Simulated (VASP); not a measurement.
Set up this calculation in VASP 6.6.1, as the native input.

| Quantity | Value |
| --- | --- |
| Task | single point |
| Functional | PBE |
| Potentials or basis | VASP PAW PBE potentials, release 64 (Zn, H) |
| Cutoff | 520 eV |
| k mesh | 5 × 3 × 4 |
| Occupations | gaussian, width 0.15 eV |
| Spin | no spin polarisation |
| Dipole correction | no |
| Further INCAR settings | ALGO = Normal; EDIFF = 1e-06; NBANDS = 84 |

The structure of Zn12H (a cell with a defect) lies in POSCAR:

```
Zn12H
1.0
    5.3200000000      0.0000000000      0.0000000000
   -3.9900000000      6.9108830000      0.0000000000
    0.0000000000      0.0000000000      4.9369600000
Zn H
12 1
Direct
   -0.0136812764      0.0069161929     -0.0061547997
    0.1153575890      0.2078264094      0.4662893765
   -0.0110980449      0.3451687722      0.0146231689
    0.1543098251      0.5601459321      0.5172987020
   -0.0120808340      0.6757220459      0.0149423937
    0.1645396066      0.9026172198      0.5199661330
    0.4855732138      0.0090149117      0.0251590047
    0.6680172457      0.2184929191      0.5504950415
    0.4879276699      0.3430694746      0.0124280934
    0.6861386075      0.5948823038      0.5050267776
    0.4855078778      0.6734761680      0.0074849705
    0.6380943565      0.8884162849      0.5046176189
    0.4843833552      0.3472958521      0.5313632276
```

The input as run:

INCAR

```
SYSTEM = Zn12H
ALGO = Normal
EDIFF = 1E-6
ENCUT = 520
GGA = PE
ISIF = 2
ISMEAR = 0
LASPH = .True.
LCHARG = .False.
LREAL = .False.
LWAVE = .False.
NBANDS = 84
NELM = 100
PREC = Accurate
SIGMA = 0.15
```

KPOINTS

```
k-points
0
Gamma
  5 3 4
  0 0 0
```

Potentials or basis: VASP PAW PBE potentials, release 64 (Zn, H).

Command:

```sh
$ cat potpaw_PBE.64/Zn/POTCAR potpaw_PBE.64/H/POTCAR > POTCAR
$ mpirun -np 1 vasp_std > vasp.out
```

Results of the run:

* Pressure: 3.9 GPa
* Largest force: 0.046 eV/Å
* Band gap on the k mesh: zero (an odd number of electrons rules out a gap without spin polarisation)

It took 13 min on 1 thread of Intel Xeon 8259CL (shared host), peak memory 0.5 GiB.
